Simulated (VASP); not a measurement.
TlRu3:

```
CELL_PARAMETERS angstrom
4.05044 0.00000 0.00000
0.00000 4.05044 0.00000
0.00000 0.00000 4.05044
ATOMIC_POSITIONS crystal
Tl 0.00000 0.00000 0.00000
Ru 0.00000 0.50000 0.50000
Ru 0.50000 0.00000 0.50000
Ru 0.50000 0.50000 0.00000
```

| Quantity | Value |
| --- | --- |
| Program | VASP 6.6.1 |
| Task | relaxation of cell and atoms |
| Functional | PBE |
| Potentials or basis | VASP PAW PBE potentials, release 64 (Tl_d, Ru_pv) |
| Cutoff | 600 eV |
| k mesh | 4 × 4 × 4 |
| Occupations | gaussian, width 0.1 eV |
| Spin | no spin polarisation |

At the start: pressure -8.9 GPa; volume 16.61 Å³/atom.

Q: How do energy, volume and symmetry change on relaxing?

A: Over 3 steps the energy falls by 22.5 meV/atom and the volume is 15.86 Å³/atom (-4.5 %); space group Pm-3m (No. 221, to 0.1 Å) before and after.

The path:
```csv
step,energy change (eV),largest force (eV/Å),pressure (GPa),volume (Å³)
1,0.0000,0.0000,-8.87,66.45
2,0.2629,0.0000,23.09,58.00
3,-0.0900,0.0000,-0.27,63.43
```

Final structure:
```xyz
4
Lattice="3.9882 0.0000 0.0000 0.0000 3.9882 0.0000 0.0000 0.0000 3.9882" Properties=species:S:1:pos:R:3 pbc="T T T"
Tl    0.0000    0.0000    0.0000
Ru    0.0000    1.9941    1.9941
Ru    1.9941    0.0000    1.9941
Ru    1.9941    1.9941    0.0000
```

Caveat: the k points lie up to 0.39 Å⁻¹ apart in the final cell, too coarse for converged energies and pressures of a metal.
